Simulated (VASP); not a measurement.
# Ge (Fd-3m) in VASP: a series of runs

Runs on Ge. Level: PBE. Tasks: relaxation of cell and atoms, single point.

Everything below comes from runs of VASP 6.6.1. Logs are shortened: lines on timing, memory, paths and dates and some standing lists are left out, and cuts for length are marked.

**1. The cell of the first run**

The structure is cubic, space group Fd-3m (No. 227). The conventional cell has a = 5.217 Å, b = 5.217 Å, c = 5.217 Å, α = 90.00°, β = 90.00°, γ = 90.00°. Ge (site symmetry -43m) has 4 Ge at 2.26 Å within 3.0 Å.

**2. Relaxation of cell and atoms, PBE, target pressure 24 GPa, at which the enthalpy is minimised**

INCAR reads:

```
SYSTEM = Ge
PREC = Accurate
ENCUT = 600
EDIFF = 1E-7
ISMEAR = -1
SIGMA = 0.05
LREAL = .FALSE.
LASPH = .TRUE.
NELM = 60
ALGO = Normal
ISIF = 3
LWAVE = .FALSE.
LCHARG = .FALSE.
GGA = PE
IBRION = 2
NSW = 60
EDIFFG = -0.005
PSTRESS = 240.0
```

KPOINTS reads:

```
regular mesh
0
G
  12 12 12
  0 0 0
```

POSCAR reads:

```
Ge
1.0
    0.0000000000      2.6085406237      2.6085406237
    2.6085406237      0.0000000000      2.6085406237
    2.6085406237      2.6085406237      0.0000000000
Ge
2
Direct
   -0.1250000000     -0.1250000000     -0.1250000000
    0.1250000000      0.1250000000      0.1250000000
```

Potentials or basis: VASP PAW PBE potentials, release 64 (Ge_d).

Launch:

```bash
$ cat potpaw_PBE.64/Ge_d/POTCAR > POTCAR
$ mpirun -np 1 vasp_std > vasp.out
```

OUTCAR:

```text
SYSTEM = Ge
   PREC = Accurate
   ENCUT = 600
   EDIFF = 1E-7
   ISMEAR = -1
   LREAL = .FALSE.
   LASPH = .TRUE.
   NELM = 60
   ISIF = 3
   GGA = PE
   IBRION = 2
   NSW = 60
   EDIFFG = -0.005
   PSTRESS = 240.0

 ion  position               nearest neighbor table
   1  0.875  0.875  0.875-   2 2.26   2 2.26   2 2.26   2 2.26
   2  0.125  0.125  0.125-   1 2.26   1 2.26   1 2.26   1 2.26

  LATTYP: Found a face centered cubic cell.
 ALAT       =     5.2170812474

  Lattice vectors:

 A1 = (   0.0000000000,   2.6085406237,   2.6085406237)
 A2 = (   2.6085406237,   0.0000000000,   2.6085406237)
 A3 = (   2.6085406237,   2.6085406237,   0.0000000000)

Analysis of symmetry for initial positions (statically):
=====================================================================
 Subroutine PRICEL returns:
 Original cell was already a primitive cell.

 Routine SETGRP: Setting up the symmetry group for a
 face centered cubic supercell.

 Subroutine GETGRP returns: Found 48 space group operations
 (whereof 12 operations were pure point group operations)
 out of a pool of 48 trial point group operations.

The static configuration has the point symmetry D_3d.
 The point group associated with its full space group is O_h .

Analysis of symmetry for dynamics (positions and initial velocities):
=====================================================================
 Subroutine PRICEL returns:
 Original cell was already a primitive cell.

 Routine SETGRP: Setting up the symmetry group for a
 face centered cubic supercell.

 Subroutine GETGRP returns: Found 48 space group operations
 (whereof 12 operations were pure point group operations)
 out of a pool of 48 trial point group operations.

The dynamic configuration has the point symmetry D_3d.
 The point group associated with its full space group is O_h .

 Subroutine INISYM returns: Found 48 space group operations
 (whereof 12 operations are pure point group operations),
 and found     1 'primitive' translations

----------------------------------------------------------------------------------------

                                     Primitive cell

  volume of cell :      35.4995

  direct lattice vectors                    reciprocal lattice vectors
     0.000000000  2.608540624  2.608540624    -0.191678058  0.191678058  0.191678058
     2.608540624  0.000000000  2.608540624     0.191678058 -0.191678058  0.191678058
     2.608540624  2.608540624  0.000000000     0.191678058  0.191678058 -0.191678058

  length of vectors
     3.689033528  3.689033528  3.689033528     0.331996135  0.331996135  0.331996135

  position of ions in fractional coordinates (direct lattice)
     0.875000000  0.875000000  0.875000000
     0.125000000  0.125000000  0.125000000

  ion indices of the primitive-cell ions
   primitive index   ion index
                 1           1
                 2           2

----------------------------------------------------------------------------------------

 KPOINTS: regular mesh

Automatic generation of k-mesh.
 Grid dimensions read from file:
 generate k-points for:   12   12   12

 Generating k-lattice:

  Cartesian coordinates                     Fractional coordinates (reciprocal lattice)
    -0.015973171  0.015973171  0.015973171     0.083333333  0.000000000  0.000000000
     0.015973171 -0.015973171  0.015973171     0.000000000  0.083333333  0.000000000
     0.015973171  0.015973171 -0.015973171     0.000000000  0.000000000  0.083333333

  Length of vectors
     0.027666345  0.027666345  0.027666345

  Shift w.r.t. Gamma in fractional coordinates (k-lattice)
     0.000000000  0.000000000  0.000000000

 Subroutine IBZKPT returns following result:
 ===========================================

 Found     72 irreducible k-points:

 Following reciprocal coordinates:
            Coordinates               Weight
  0.000000  0.000000  0.000000      1.000000
  0.083333  0.000000  0.000000      8.000000
  0.166667  0.000000  0.000000      8.000000
  0.250000  0.000000  0.000000      8.000000
  0.333333  0.000000  0.000000      8.000000
  0.416667  0.000000  0.000000      8.000000
[... 16 lines left out ...]
  0.500000  0.166667  0.000000     24.000000
 -0.416667  0.166667  0.000000     24.000000
 [... further k-points ...]
   k-points           NKPTS =     72   k-points in BZ     NKDIM =     72   number of bands    NBANDS=     18
   number of dos      NEDOS =    301   number of ions     NIONS =      2
   total plane-waves  NPLWV =  27000
   dimension x,y,z NGX =    30 NGY =   30 NGZ =   30
   dimension x,y,z NGXF=    60 NGYF=   60 NGZF=   60
   ions per type =               2
   NGX,Y,Z   is equivalent  to a cutoff of  13.52, 13.52, 13.52 a.u.
   NGXF,Y,Z  is equivalent  to a cutoff of  27.04, 27.04, 27.04 a.u.
 SYSTEM =  Ge
   PREC   = accura    normal or accurate (medium, high low for compatibility)
   ISTART =      0    job   : 0-new  1-cont  2-samecut
   ICHARG =      2    charge: 1-file 2-atom 10-const
   ISPIN  =      1    spin polarized calculation?
   LNONCOLLINEAR =      F non collinear calculations
   LSORBIT =      F    spin-orbit coupling
   LASPH  =      T    aspherical Exc in radial PAW
   ENCUT  =  600.0 eV  44.10 Ry    6.64 a.u.   7.37  7.37  7.37*2*pi/ulx,y,z
   NELM   =     60;   NELMIN=  2; NELMDL= -5     # of ELM steps
   EDIFF  = 0.1E-06   stopping-criterion for ELM
   LREAL  =      F    real-space projection
   EDIFFG = -.5E-02   stopping-criterion for IOM
   NSW    =     60    number of steps for IOM
   IBRION =      2    ionic relax: 0-MD 1-quasi-New 2-CG
   NFREE  =      1    steps in history (QN), initial steepest desc. (CG)
   ISIF   =      3    stress and relaxation
   ISYM   =      2    0-nonsym 1-usesym 2-fastsym
   POTIM  = 0.5000    time-step for ionic-motion
   TEBEG  =    0.0;   TEEND  =   0.0 temperature during run
   PSTRESS=  240.0 pullay stress
   NELECT =      28.0000    total number of electrons
   NUPDOWN=      -1.0000    fix difference up-down
   EMIN   =  10.00;   EMAX   =-10.00  energy-range for DOS
   EFERMI =   0.00;   METHOD = LEGACY
   ISMEAR =    -1;   SIGMA  =   0.05  broadening in eV -4-tet -1-fermi 0-gaus
   EFERMI_NEDOS =   21; number of points for ismear=-14 and -15
   IALGO  =     38    algorithm
   IMIX   =      4    mixing-type and parameters
     AMIX     =   0.40;   BMIX     =  1.00
     AMIX_MAG =   1.60;   BMIX_MAG =  1.00
  volume/ion in A,a.u.               =      17.75       119.78
  Fermi-wavevector in a.u.,A,eV,Ry     =   1.512585  2.858372 31.128968  2.287915
  Thomas-Fermi vector in A             =   2.622490
   LORBIT       =      0    0 simple, 1 ext, 2 COOP (PROOUT), +10 PAW based schemes
   GGA     = PE    functional components
   LHFCALC =     F    Hartree Fock is set to
   AEXX    =    0.0000 exact exchange contribution
   IVDW    =     0    specifies the selected vdW correction
   LEPSILON=     F    determine dielectric tensor
   LRPA    =     F    only Hartree local field effects (RPA)
 conjugate gradient relaxation of ions
 non-spin polarized calculation
  energy-cutoff  :      600.00
  volume of cell :       35.50
 maximum number of plane-waves:      1243
 NGX is ok and might be reduce to    30
   NGX = 15   NGY = 15   NGZ = 15

--------------------------------------- Ionic step        1  -------------------------------------------

 number of electron      28.0000017 magnetization

 Free energy of the ion-electron system (eV)
  ---------------------------------------------------
  ext. energy  EPLUGINS =         0.00000000
  ---------------------------------------------------
  free energy    TOTEN  =        -8.00823086 eV

  energy without entropy =       -8.00788791  energy(sigma->0) =       -8.00805938

------------------------ aborting loop because EDIFF is reached ----------------------------------------

  FORCE on cell =-STRESS in cart. coord.  units (eV):
  Direction    XX          YY          ZZ          XY          YZ          ZX
  --------------------------------------------------------------------------------------
  -------------------------------------------------------------------------------------
  Total        7.8548429      7.8548429      7.8548429      0.0000000     -0.0000000     -0.0000000
  in kB      354.5073769    354.5073769    354.5073769      0.0000000     -0.0000000     -0.0000000
  external PRESSURE =     114.5073769 kB  Pullay stress =     240.0000000 kB
[... 99 lines left out ...]
  enthalpy is  TOTEN    =        -2.7699945788 eV   P V=        5.6820850708

--------------------------------------- Ionic step        4  -------------------------------------------

 number of electron      27.9999988 magnetization

 Free energy of the ion-electron system (eV)
  ---------------------------------------------------
  ext. energy  EPLUGINS =         0.00000000
  ---------------------------------------------------
  free energy    TOTEN  =        -8.44009015 eV

  energy without entropy =       -8.43993732  energy(sigma->0) =       -8.44001374

 E-fermi :   7.0403     XC(G=0): -10.8057

 val. band max:        6.9243753490   @ k =   0.0000   0.0000   0.0000
 cond. band min:       7.1917352923   @ k =   0.4167   0.4167   0.0000
 fundamental gap:      0.2673599433
 Fermi energy:         7.0402714837

 k-point     1 :       0.0000    0.0000    0.0000
  band No.  band energies     occupation
      1     -18.2499      2.00000
      2     -18.2499      2.00000
      3     -18.2499      2.00000
      4     -18.1977      2.00000
      5     -18.1977      2.00000
      6     -17.8683      2.00000
[... 10 lines left out ...]
     17       9.5213      0.00000
     18       9.5213      0.00000
[... 466 lines left out ...]
      2     -18.2965      2.00000
      3     -18.1906      2.00000
      4     -18.1113      2.00000
      5     -18.0984      2.00000
      6     -17.9546      2.00000
[... 10 lines left out ...]
     17      11.9036      0.00000
     18      15.2765      0.00000

 [... further k-points ...]

------------------------ aborting loop because EDIFF is reached ----------------------------------------

  FORCE on cell =-STRESS in cart. coord.  units (eV):
  Direction    XX          YY          ZZ          XY          YZ          ZX
  --------------------------------------------------------------------------------------
  -------------------------------------------------------------------------------------
  Total        5.6600501      5.6600501      5.6600501     -0.0000000     -0.0000000      0.0000000
  in kB      239.5789187    239.5789187    239.5789187     -0.0000000     -0.0000000      0.0000000
  external PRESSURE =      -0.4210813 kB  Pullay stress =     240.0000000 kB
[... 17 lines left out ...]
  FREE ENERGIE OF THE ION-ELECTRON SYSTEM (eV)
  ---------------------------------------------------
  free  energy   TOTEN  =        -8.4400901505 eV

  energy  without entropy=       -8.4399373225  energy(sigma->0) =       -8.44001374

  enthalpy is  TOTEN    =        -2.7700919914 eV   P V=        5.6699981591

 reached required accuracy - stopping structural energy minimisation
```

It took 2.8 min on 1 thread of Intel Xeon Platinum 8259CL at 2.50GHz (Skylake/Cascade Lake), shared host; peak memory 0.2 GiB.

Results:

| Quantity | Value |
| --- | --- |
| Free energy | -8.4401 eV |
| Relaxed volume | 18.93 Å³/atom |
| Relaxed cell | a = 3.769 Å, b = 3.769 Å, c = 3.769 Å, α = 60.00°, β = 60.00°, γ = 60.00° |
| Space group after relaxing (to 0.1 Å) | Fd-3m (No. 227) |
| Energy change on relaxing (the run minimises the enthalpy) | -215.9 meV/atom |
| Ionic steps | 4 |
| Pressure after relaxing | 24.0 GPa |
| Band gap on the k mesh | 0.27 eV (least direct gap 1.78 eV) |

The path:
| step | energy change (eV) | largest force (eV/Å) | pressure (GPa) | volume (Å³) |
| --- | --- | --- | --- | --- |
| 1 | 0.0000 | 0.0000 | 35.45 | 35.50 |
| 2 | -0.8878 | 0.0000 | 9.30 | 42.42 |
| 3 | -0.4438 | 0.0000 | 23.64 | 37.93 |
| 4 | -0.4319 | 0.0000 | 23.96 | 37.85 |

Final structure:
```cif
data_structure
_symmetry_space_group_name_H-M 'P 1'
_symmetry_Int_Tables_number 1
_cell_length_a 3.7688
_cell_length_b 3.7688
_cell_length_c 3.7688
_cell_angle_alpha 60.000
_cell_angle_beta 60.000
_cell_angle_gamma 60.000
_cell_volume 37.85
loop_
_atom_site_label
_atom_site_type_symbol
_atom_site_fract_x
_atom_site_fract_y
_atom_site_fract_z
_atom_site_occupancy
Ge1 Ge 0.87500 0.87500 0.87500 1
Ge2 Ge 0.12500 0.12500 0.12500 1
```

Caveat: the cell is relaxed towards a set pressure, so the run minimises the enthalpy, not the energy.

**3. Relaxation of cell and atoms, PBE, target pressure 24 GPa, at which the enthalpy is minimised**

This run uses another cell than the first one, of 18.93 Å³/atom.

INCAR reads:

```
PREC     = Accurate       # precision mode
ENCUT    = 600            # plane-wave cutoff, eV
EDIFF    = 1E-6           # SCF threshold, eV
ISMEAR   = -1             # smearing method
SIGMA    = 0.05           # smearing width, eV
LREAL    = False          # projectors in reciprocal space
LASPH    = True           # aspherical terms in the spheres
NELM     = 80             # most SCF steps
ALGO     = Normal         # electronic algorithm
ISIF     = 3              # what is computed and relaxed
LWAVE    = False          # write WAVECAR
LCHARG   = False          # write CHGCAR
GGA      = PE             # functional
IBRION   = 2              # ionic algorithm
NSW      = 32             # ionic steps
EDIFFG   = -0.005         # ionic threshold
PSTRESS  = 240.0
```

KPOINTS reads:

```
regular mesh
0
Gamma
  12 12 12
```

POSCAR reads:

```
Ge
1.0
    0.0000000000      2.6650994544      2.6650994544
    2.6650994544      0.0000000000      2.6650994544
    2.6650994544      2.6650994544      0.0000000000
Ge
2
Direct
   -0.1250000000     -0.1250000000     -0.1250000000
    0.1250000000      0.1250000000      0.1250000000
```

Potentials or basis: VASP PAW PBE potentials, release 64 (Ge_d).

Launch:

```bash
$ cat potpaw_PBE.64/Ge_d/POTCAR > POTCAR
$ mpirun -np 1 vasp_std > vasp.out
```

OUTCAR:

```text
PREC = Accurate
   ENCUT = 600
   EDIFF = 1E-6
   ISMEAR = -1
   LREAL = False
   LASPH = True
   NELM = 80
   ISIF = 3
   GGA = PE
   IBRION = 2
   NSW = 32
   EDIFFG = -0.005
   PSTRESS = 240.0

 ion  position               nearest neighbor table
   1  0.875  0.875  0.875-   2 2.31   2 2.31   2 2.31   2 2.31
   2  0.125  0.125  0.125-   1 2.31   1 2.31   1 2.31   1 2.31

  LATTYP: Found a face centered cubic cell.
 ALAT       =     5.3301989088

  Lattice vectors:

 A1 = (   0.0000000000,   2.6650994544,   2.6650994544)
 A2 = (   2.6650994544,   0.0000000000,   2.6650994544)
 A3 = (   2.6650994544,   2.6650994544,   0.0000000000)

Analysis of symmetry for initial positions (statically):
=====================================================================
 Subroutine PRICEL returns:
 Original cell was already a primitive cell.

 Routine SETGRP: Setting up the symmetry group for a
 face centered cubic supercell.

 Subroutine GETGRP returns: Found 48 space group operations
 (whereof 12 operations were pure point group operations)
 out of a pool of 48 trial point group operations.

The static configuration has the point symmetry D_3d.
 The point group associated with its full space group is O_h .

[... 269 lines left out ...]
  energy  without entropy=       -8.4379462966  energy(sigma->0) =       -8.43802317

  enthalpy is  TOTEN    =        -2.7703255407 eV   P V=        5.6677745109

[... ionic steps 4 to 10 ...]

--------------------------------------- Ionic step       11  -------------------------------------------

 number of electron      27.9999988 magnetization

------------------------ aborting loop because EDIFF is reached ----------------------------------------
[... 71 lines left out ...]
--------------------------------------- Ionic step       13  -------------------------------------------

 number of electron      27.9999988 magnetization

 Free energy of the ion-electron system (eV)
  ---------------------------------------------------
  ext. energy  EPLUGINS =         0.00000000
  ---------------------------------------------------
  free energy    TOTEN  =        -8.43812977 eV

  energy without entropy =       -8.43797610  energy(sigma->0) =       -8.43805294

 E-fermi :   7.0444     XC(G=0): -10.8077

 val. band max:        6.9289725875   @ k =   0.0000   0.0000   0.0000
 cond. band min:       7.1955150446   @ k =   0.4167   0.4167   0.0000
 fundamental gap:      0.2665424572
 Fermi energy:         7.0444479754

 k-point     1 :       0.0000    0.0000    0.0000
  band No.  band energies     occupation
      1     -18.2465      2.00000
      2     -18.2465      2.00000
      3     -18.2465      2.00000
      4     -18.1943      2.00000
      5     -18.1943      2.00000
      6     -17.8645      2.00000
[... 481 lines left out ...]
      5     -18.0948      2.00000
      6     -17.9509      2.00000
[... 10 lines left out ...]
     17      11.9087      0.00000
     18      15.2826      0.00000

 [... further k-points ...]

------------------------ aborting loop because EDIFF is reached ----------------------------------------

  FORCE on cell =-STRESS in cart. coord.  units (eV):
  Direction    XX          YY          ZZ          XY          YZ          ZX
  --------------------------------------------------------------------------------------
  -------------------------------------------------------------------------------------
  Total        5.6656800      5.6656800      5.6656800     -0.0000000      0.0000000      0.0000000
  in kB      239.9100419    239.9100419    239.9100419     -0.0000000      0.0000000      0.0000000
  external PRESSURE =      -0.0899581 kB  Pullay stress =     240.0000000 kB
[... 21 lines left out ...]
  energy  without entropy=       -8.4379760986  energy(sigma->0) =       -8.43805294

  enthalpy is  TOTEN    =        -2.7703253106 eV   P V=        5.6678044628

 reached required accuracy - stopping structural energy minimisation
```

Wall time 4.1 min (1 thread of Intel Xeon Platinum 8259CL at 2.50GHz (Skylake/Cascade Lake), shared host); peak memory 0.2 GiB.

Results:

- Free energy: -8.4381 eV
- Relaxed volume: 18.92 Å³/atom
- Relaxed cell: a = 3.768 Å, b = 3.768 Å, c = 3.768 Å, α = 60.00°, β = 60.00°, γ = 60.00°
- Space group after relaxing (to 0.1 Å): Fd-3m (No. 227)
- Energy change on relaxing (the run minimises the enthalpy): +1.7 meV/atom
- Ionic steps: 13
- Pressure after relaxing: 24.0 GPa
- Band gap on the k mesh: 0.27 eV (least direct gap 1.78 eV)

Step by step:
```csv
step,energy change (eV),largest force (eV/Å),pressure (GPa),volume (Å³)
1,0.0000,0.0000,23.85,37.86
2,0.0145,0.0000,24.34,37.76
3,0.0034,0.0000,23.83,37.84
4,0.0071,0.0000,23.86,37.81
5,0.0108,0.0000,23.94,37.79
6,0.0127,0.0000,24.13,37.77
7,0.0114,0.0000,24.28,37.78
8,0.0110,0.0000,24.32,37.79
9,0.0045,0.0000,23.95,37.83
10,0.0054,0.0000,24.15,37.82
11,0.0047,0.0000,24.07,37.83
12,0.0044,0.0000,24.12,37.83
13,0.0033,0.0000,23.99,37.84
```

Final structure:
```yaml
crystal:
  lattice:
    - [0.00000, 2.66458, 2.66458]
    - [2.66458, 0.00000, 2.66458]
    - [2.66458, 2.66458, 0.00000]
  atoms:
    - { symbol: Ge, position: [0.87500, 0.87500, 0.87500] }
    - { symbol: Ge, position: [0.12500, 0.12500, 0.12500] }
```

Caveat: the cell is relaxed towards a set pressure, so the run minimises the enthalpy, not the energy. A k mesh can miss the band edges.

(Continued in part 2 of 2.)
